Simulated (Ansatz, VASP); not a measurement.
## MnO2: VASP beside Ansatz

```
CELL_PARAMETERS angstrom
2.85496 0.00000 0.00000
-1.42748 2.47246 0.00000
0.00000 0.00000 10.22174
ATOMIC_POSITIONS crystal
Mn 0.00000 0.00000 0.50000
Mn 0.00000 0.00000 0.00000
O 0.66667 0.33333 0.40686
O 0.66667 0.33333 0.09314
O 0.33333 0.66667 0.59314
O 0.33333 0.66667 0.90686
```

Alike in both runs: functional PBEsol; k mesh 11 × 11 × 3; occupations fermi-dirac, width 0.05 eV; collinear spin.

|  | VASP | Ansatz |
| --- | --- | --- |
| version | VASP 6.6.1 | Ansatz 0.2.0 |
| potentials or method | VASP PAW PBE potentials, release 64 (Mn_pv, O), cutoff 520 eV | all-electron LAPW, scalar-relativistic |
| task | single point | band structure |

Ansatz gave:

| Property | Result |
| --- | --- |
| gap on the k mesh at the Fermi level (eV) | 0.81 |
| least direct gap on the mesh (eV) | 0.86 |
| pressure (GPa) | -2.3 |
| traceless stress, the component that is largest in VASP (GPa) | 1.27 |
| rms of the force components (eV/Å) | 0.088 |
| net moment per atom (μB) | 1.00 |
| size of the moment on the site where the two differ most (μB) | 2.72 |

Problem. What did VASP give for the same quantities?

Solution. gap on the k mesh at the Fermi level (eV): 0.77; least direct gap on the mesh (eV): 0.81; pressure (GPa): -1.4; traceless stress, the component that is largest in VASP (GPa): 0.91; rms of the force components (eV/Å): 0.051; net moment per atom (μB): 1.00; size of the moment on the site where the two differ most (μB): 2.84.

VASP's potentials were made for PBE, not for PBEsol. Site moments also hang on the region over which each program counts them. Atom by atom the forces differ by 0.038 eV/Å (rms over components). Ansatz ran all-electron here, and VASP with PAW potentials.
